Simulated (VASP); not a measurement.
# N (P6_3/mmc) in VASP: single point with PBE0

Aim: the single point of N with PBE0.

Program: VASP 6.6.1. These are calculated values, not measurements. Logs are shortened: lines on timing, memory, paths and dates and some standing lists are left out, and cuts for length are marked.

### Step 1. The cell of the first run

The structure is hexagonal, space group P6_3/mmc (No. 194). The conventional cell has a = 2.519 Å, b = 2.519 Å, c = 2.446 Å, α = 90.00°, β = 90.00°, γ = 120.00°. Within 2.6 Å of N (site symmetry -6m2) lie 14 N at 1.90 to 2.52 Å.

### Step 2. Single point, PBE0

The input, POSCAR:

```
N
1.0
    2.5194737900      0.0000000000      0.0000000000
   -1.2597368900      2.1819283100      0.0000000000
    0.0000000000      0.0000000000      2.4460020000
N
2
Direct
    0.6666666667      0.3333333333      0.2500000000
    0.3333333333      0.6666666667      0.7500000000
```

The input, INCAR.step1:

```
  PREC = Accurate
  ENCUT = 520
  EDIFF = 1E-5
  ISMEAR = 0
  SIGMA = 0.01
  LREAL = False
  LASPH = True
  NELM = 120
  ALGO = Normal
  ISIF = 2
  LWAVE = True
  LCHARG = False
  NBANDS = 12
  GGA = PE
  GGA_COMPAT = False
```

The input, INCAR.step2:

```
  PREC = Accurate
  ENCUT = 520
  EDIFF = 1E-6
  ISMEAR = 0
  SIGMA = 0.01
  LREAL = False
  LASPH = True
  NELM = 120
  ALGO = Normal
  ISIF = 2
  LWAVE = False
  LCHARG = False
  GGA = PE
  LHFCALC = True
  AEXX = 0.25
  PRECFOCK = Normal
  NBANDS = 12
  ISTART = 1
  GGA_COMPAT = False
```

The input, KPOINTS:

```
Automatic mesh
0
Gamma
  6 6 6
```

Potentials or basis: VASP PAW PBE potentials, release 64 (N).

The run is started by

```sh
cat potpaw_PBE.64/N/POTCAR > POTCAR
cp INCAR.step1 INCAR
mpirun -np 1 vasp_std > vasp.out
cp INCAR.step2 INCAR
mpirun -np 1 vasp_std > vasp.out
```

OUTCAR:

```text
PREC = Accurate
   ENCUT = 520
   EDIFF = 1E-6
   ISMEAR = 0
   LREAL = False
   LASPH = True
   NELM = 120
   ISIF = 2
   GGA = PE
   LHFCALC = True
   AEXX = 0.25
   PRECFOCK = Normal
   ISTART = 1

 ion  position               nearest neighbor table
   1  0.667  0.333  0.250-
   2  0.333  0.667  0.750-

  LATTYP: Found a hexagonal cell.
 ALAT       =     2.5194737900
 C/A-ratio  =     0.9708384385

  Lattice vectors:

 A1 = (   2.5194737900,   0.0000000000,   0.0000000000)
 A2 = (  -1.2597368900,   2.1819283100,   0.0000000000)
 A3 = (   0.0000000000,   0.0000000000,   2.4460020000)

Analysis of symmetry for initial positions (statically):
=====================================================================
 Subroutine PRICEL returns:
 Original cell was already a primitive cell.

 Routine SETGRP: Setting up the symmetry group for a
 hexagonal supercell.

 Subroutine GETGRP returns: Found 24 space group operations
 (whereof 12 operations were pure point group operations)
 out of a pool of 24 trial point group operations.

The static configuration has the point symmetry D_3d.
 The point group associated with its full space group is D_6h.

Analysis of symmetry for dynamics (positions and initial velocities):
=====================================================================
 Subroutine PRICEL returns:
 Original cell was already a primitive cell.

 Routine SETGRP: Setting up the symmetry group for a
 hexagonal supercell.

 Subroutine GETGRP returns: Found 24 space group operations
 (whereof 12 operations were pure point group operations)
 out of a pool of 24 trial point group operations.

The dynamic configuration has the point symmetry D_3d.
 The point group associated with its full space group is D_6h.

 Subroutine INISYM returns: Found 24 space group operations
 (whereof 12 operations are pure point group operations),
 and found     1 'primitive' translations

----------------------------------------------------------------------------------------

                                     Primitive cell

  volume of cell :      13.4464

  direct lattice vectors                    reciprocal lattice vectors
     2.519473790  0.000000000  0.000000000     0.396908277  0.229155099  0.000000000
    -1.259736890  2.181928310  0.000000000     0.000000000  0.458310200  0.000000000
     0.000000000  0.000000000  2.446002000     0.000000000  0.000000000  0.408830410

  length of vectors
     2.519473790  2.519473791  2.446002000     0.458310200  0.458310200  0.408830410

  position of ions in fractional coordinates (direct lattice)
     0.666666667  0.333333333  0.250000000
     0.333333333  0.666666667  0.750000000

  ion indices of the primitive-cell ions
   primitive index   ion index
                 1           1
                 2           2

----------------------------------------------------------------------------------------

 KPOINTS: Automatic mesh

Automatic generation of k-mesh.
 Grid dimensions read from file:
 generate k-points for:    6    6    6

 Generating k-lattice:

  Cartesian coordinates                     Fractional coordinates (reciprocal lattice)
     0.066151379  0.038192517  0.000000000     0.166666667 -0.000000000  0.000000000
     0.000000000  0.076385033  0.000000000     0.000000000  0.166666667  0.000000000
     0.000000000  0.000000000  0.068138402     0.000000000  0.000000000  0.166666667

  Length of vectors
     0.076385033  0.076385033  0.068138402

  Shift w.r.t. Gamma in fractional coordinates (k-lattice)
     0.000000000  0.000000000  0.000000000

 Subroutine IBZKPT returns following result:
 ===========================================

 Found     28 irreducible k-points:

 Following reciprocal coordinates:
            Coordinates               Weight
  0.000000  0.000000  0.000000      1.000000
  0.166667  0.000000  0.000000      6.000000
  0.333333  0.000000  0.000000      6.000000
  0.500000  0.000000  0.000000      3.000000
  0.166667  0.166667  0.000000      6.000000
  0.333333  0.166667  0.000000     12.000000
[... 16 lines left out ...]
  0.166667  0.000000  0.500000      6.000000
  0.333333  0.000000  0.500000      6.000000
 [... further k-points ...]
   k-points           NKPTS =     28   k-points in BZ     NKDIM =    216   number of bands    NBANDS=     12
   number of dos      NEDOS =    301   number of ions     NIONS =      2
   total plane-waves  NPLWV =   7200
   dimension x,y,z NGX =    20 NGY =   20 NGZ =   18
   dimension x,y,z NGXF=    40 NGYF=   40 NGZF=   36
   ions per type =               2
   NGX,Y,Z   is equivalent  to a cutoff of  13.20, 13.20, 12.23 a.u.
   NGXF,Y,Z  is equivalent  to a cutoff of  26.39, 26.39, 24.47 a.u.
 SYSTEM =  unknown system
   PREC   = accura    normal or accurate (medium, high low for compatibility)
   ISTART =      1    job   : 0-new  1-cont  2-samecut
   ICHARG =      0    charge: 1-file 2-atom 10-const
   ISPIN  =      1    spin polarized calculation?
   LNONCOLLINEAR =      F non collinear calculations
   LSORBIT =      F    spin-orbit coupling
   LASPH  =      T    aspherical Exc in radial PAW
   ENCUT  =  520.0 eV  38.22 Ry    6.18 a.u.   4.68  4.68  4.55*2*pi/ulx,y,z
   NELM   =    120;   NELMIN=  2; NELMDL=  0     # of ELM steps
   EDIFF  = 0.1E-05   stopping-criterion for ELM
   LREAL  =      F    real-space projection
   EDIFFG = 0.1E-04   stopping-criterion for IOM
   NSW    =      0    number of steps for IOM
   IBRION =     -1    ionic relax: 0-MD 1-quasi-New 2-CG
   NFREE  =      0    steps in history (QN), initial steepest desc. (CG)
   ISIF   =      2    stress and relaxation
   ISYM   =      3    0-nonsym 1-usesym 2-fastsym
   POTIM  = 0.5000    time-step for ionic-motion
   TEBEG  =    0.0;   TEEND  =   0.0 temperature during run
   PSTRESS=    0.0 pullay stress
   NELECT =      10.0000    total number of electrons
   NUPDOWN=      -1.0000    fix difference up-down
   EMIN   =  10.00;   EMAX   =-10.00  energy-range for DOS
   EFERMI =   0.00;   METHOD = LEGACY
   ISMEAR =     0;   SIGMA  =   0.01  broadening in eV -4-tet -1-fermi 0-gaus
   EFERMI_NEDOS =   21; number of points for ismear=-14 and -15
   IALGO  =     38    algorithm
   IMIX   =      1    mixing-type and parameters
     AMIX     =   0.40;   BMIX     =  1.00
     AMIX_MAG =   1.60;   BMIX_MAG =  1.00
  volume/ion in A,a.u.               =       6.72        45.37
  Fermi-wavevector in a.u.,A,eV,Ry     =   1.483221  2.802881 29.932052  2.199944
  Thomas-Fermi vector in A             =   2.596909
   LORBIT       =      0    0 simple, 1 ext, 2 COOP (PROOUT), +10 PAW based schemes
   GGA     = PE    functional components
   LHFCALC =     T    Hartree Fock is set to
   PRECFOCK=normal    Normal, Fast or Accurate (Low or Medium for compatibility)
   ENCUT4O =  -1.0   cutoff for four orbital integrals eV
   NKREDX  =     1    reduce k-point grid by
   NKREDY  =     1    reduce k-point grid by
   NKREDZ  =     1    reduce k-point grid by
   AEXX    =    0.2500 exact exchange contribution
   HFSCREEN=    0.0000 screening length (either q_TF or 0.3 A-1)
   HFSCREENC=   0.0000 screening length for correlation (either q_TF or 0.3 A-1)
   ENCUTFOCK=  -1.0 apply spherical cutoff to Coloumb kernel
   IVDW    =     0    specifies the selected vdW correction
   LEPSILON=     F    determine dielectric tensor
   LRPA    =     F    only Hartree local field effects (RPA)
 non-spin polarized calculation
 Gauss-broadening in eV      SIGMA  =   0.01
  energy-cutoff  :      520.00
  volume of cell :       13.45
 maximum number of plane-waves:       381
 NGX is ok and might be reduce to    20
  NGX = 16; NGY = 16; NGZ = 14

 number of electron      10.0000000 magnetization

 Free energy of the ion-electron system (eV)
  ---------------------------------------------------
  ext. energy  EPLUGINS =         0.00000000
  ---------------------------------------------------
  free energy    TOTEN  =       -13.13084922 eV

  energy without entropy =      -13.13053578  energy(sigma->0) =      -13.13069250

 E-fermi :   6.8422     XC(G=0): -10.2731

 val. band max:        6.8422000858   @ k =   0.1667   0.0000   0.3333
 cond. band min:       7.4471599864   @ k =   0.0000   0.0000   0.3333
 fundamental gap:      0.6049599006
 Fermi energy:         6.8422000858

 k-point     1 :       0.0000    0.0000    0.0000
  band No.  band energies     occupation
      1     -18.3597      2.00000
      2      -0.5337      2.00000
      3       0.8475      2.00000
      4       3.5356      2.00000
      5       3.5356      2.00000
      6      10.8791      0.00000
      7      10.8791      0.00000
      8      14.8471      0.00000
      9      22.6965      0.00000
     10      26.3365      0.00000
     11      34.0210      0.00000
     12      34.0210      0.00000

 k-point     2 :       0.1667    0.0000    0.0000
  band No.  band energies     occupation
      1     -17.6441      2.00000
      2      -2.6789      2.00000
      3       1.4904      2.00000
      4       2.5357      2.00000
      5       3.7379      2.00000
      6      10.5723      0.00000
      7      11.8705      0.00000
      8      13.8435      0.00000
      9      24.1287      0.00000
     10      26.0563      0.00000
     11      35.1214      0.00000
     12      35.1368      0.00000

 k-point     3 :       0.3333    0.0000    0.0000
  band No.  band energies     occupation
      1     -15.5917      2.00000
      2      -6.9845      2.00000
      3       1.1135      2.00000
      4       3.2505      2.00000
      5       3.8574      2.00000
      6      10.4282      0.00000
      7      11.3730      0.00000
      8      13.1380      0.00000
      9      22.9947      0.00000
     10      29.3524      0.00000
     11      36.1538      0.00000
     12      37.0095      0.00000
[... 286 lines left out ...]
 k-point    23 :       0.1667    0.0000    0.5000
  band No.  band energies     occupation
      1     -12.3444      2.00000
      2     -12.3444      2.00000
      3       3.7811      2.00000
      4       3.7811      2.00000
      5       7.4759      0.00000
      6       7.4759      0.00000
      7      11.7515      0.00000
      8      11.7515      0.00000
      9      27.8717      0.00000
     10      27.8717      0.00000
     11      33.7219      0.00000
     12      33.7219      0.00000

 k-point    24 :       0.3333    0.0000    0.5000
  band No.  band energies     occupation
      1     -10.5251      2.00000
      2     -10.5251      2.00000
      3      -0.8053      2.00000
      4      -0.8053      2.00000
      5       5.9842      2.00000
      6       5.9842      2.00000
      7      12.3335      0.00000
      8      12.3335      0.00000
      9      27.5468      0.00000
     10      27.5468      0.00000
     11      38.2249      0.00000
     12      38.2249      0.00000

 [... further k-points ...]

------------------------ aborting loop because EDIFF is reached ----------------------------------------

  FORCE on cell =-STRESS in cart. coord.  units (eV):
  Direction    XX          YY          ZZ          XY          YZ          ZX
  --------------------------------------------------------------------------------------
  -------------------------------------------------------------------------------------
  Total        0.1983187      0.1983187     -0.6421443      0.0000000     -0.0000000      0.0000000
  in kB       23.6301833     23.6301834    -76.5131539      0.0000001     -0.0000000      0.0000000
  external PRESSURE =      -9.7509291 kB  Pullay stress =       0.0000000 kB

 VOLUME and BASIS-vectors are now :
 -----------------------------------------------------------------------------
  energy-cutoff  :      520.00
  volume of cell :       13.45
      direct lattice vectors                 reciprocal lattice vectors
     2.519473790  0.000000000  0.000000000     0.396908277  0.229155099  0.000000000
    -1.259736890  2.181928310  0.000000000     0.000000000  0.458310200  0.000000000
     0.000000000  0.000000000  2.446002000     0.000000000  0.000000000  0.408830410

 POSITION                                       TOTAL-FORCE (eV/Angst)
 -----------------------------------------------------------------------------------
      1.25974      0.72731      0.61150        -0.000000      0.000000      0.000000
      0.00000      1.45462      1.83450         0.000000      0.000000     -0.000000
 -----------------------------------------------------------------------------------
    total drift:                               -0.000000      0.000000     -0.000000

  FREE ENERGIE OF THE ION-ELECTRON SYSTEM (eV)
  ---------------------------------------------------
  free  energy   TOTEN  =       -13.1308492168 eV

  energy  without entropy=      -13.1305357781  energy(sigma->0) =      -13.13069250
```

It took 10 min on 1 thread of Intel Xeon 8259CL, shared host; peak memory 0.13 GiB.

Results:

```
Free energy            : -13.1308 eV
Pressure               : -1.0 GPa
Band gap on the k mesh : zero (bands 5 and 6 overlap by 6.27 eV)
```

Stress tensor (GPa, compression positive):
```
 2.36  0.00  0.00
 0.00  2.36  0.00
 0.00  0.00 -7.65
```

Caveat: the k points lie up to 0.48 Å⁻¹ apart, too coarse for converged energies and pressures of a metal; the PAW data sets were made with another functional, which shifts forces and pressure a little.

The gap in the log of VASP goes by the Fermi energy; the results here count the filled bands.